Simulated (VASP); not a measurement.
## LiAl16: single point with PBE

LiAl16, a slab with vacuum:

```xyz
17
Lattice="8.1000 0.0000 0.0000 0.0000 5.7276 0.0000 0.0000 0.0000 16.2957" Properties=species:S:1:pos:R:3 pbc="T T T"
Al    2.0250    1.4319    1.0000
Al    6.0750    1.4319    1.0000
Al    2.0250    4.2957    1.0000
Al    6.0750    4.2957    1.0000
Al    0.0477    0.0000    2.3328
Al    4.0328    0.0000    2.3397
Al    0.0132    2.8638    2.3207
Al    4.0627    2.8638    2.3285
Al    2.0808    1.4487    3.8980
Al    6.1291    1.3803    3.8103
Al    2.0808    4.2789    3.8980
Al    6.1291    4.3473    3.8103
Al    0.0771    0.0000    5.2482
Al    4.1107    0.0000    5.2470
Al   -0.0836    2.8638    5.1433
Al    4.2636    2.8638    5.1526
Li    2.0831    2.8638    6.6362
```

```yaml
Program: VASP 6.6.1
Task: single point
Functional: PBE
Potentials_or_basis: VASP PAW PBE potentials, release 64 (Al, Li_sv)
Cutoff: 520 eV
k_mesh: 3 × 4 × 1
Occupations: gaussian, width 0.05 eV
Spin: no spin polarisation
```

```json
{
 "Largest force": "0.043 eV/Å",
 "Band gap on the k mesh": "zero (an odd number of electrons rules out a gap without spin polarisation)"
}
```

Forces on the atoms (eV/Å):
```
Al   0.016 -0.029  0.028
Al  -0.012  0.018 -0.035
Al   0.016  0.029  0.028
Al  -0.012 -0.018 -0.035
Al   0.020  0.000  0.008
Al  -0.009  0.000  0.000
Al  -0.002  0.000  0.008
Al   0.002  0.000  0.008
Al  -0.004 -0.016  0.002
Al  -0.005  0.035 -0.005
Al  -0.004  0.016  0.002
Al  -0.005 -0.035 -0.005
Al   0.001  0.000 -0.007
Al   0.000  0.000 -0.003
Al  -0.032  0.000  0.005
Al   0.034  0.000  0.008
Li  -0.003  0.000 -0.006
```

Levels at points of the mesh, in eV from the Fermi level:
| k point | band 23 | band 24 | band 25 | band 26 | band 27 | band 28 |
| --- | --- | --- | --- | --- | --- | --- |
| (0.00, 0.00, 0.00) | -0.96 | -0.91 | -0.63 | -0.23 | -0.17 | 0.07 |
| (0.00, 0.50, 0.00) | -0.86 | -0.07 | -0.05 | 0.52 | 0.58 | 1.04 |

Wall time 8.9 min on 1 thread of Intel Xeon 8259CL (shared host), peak memory 0.73 GiB.
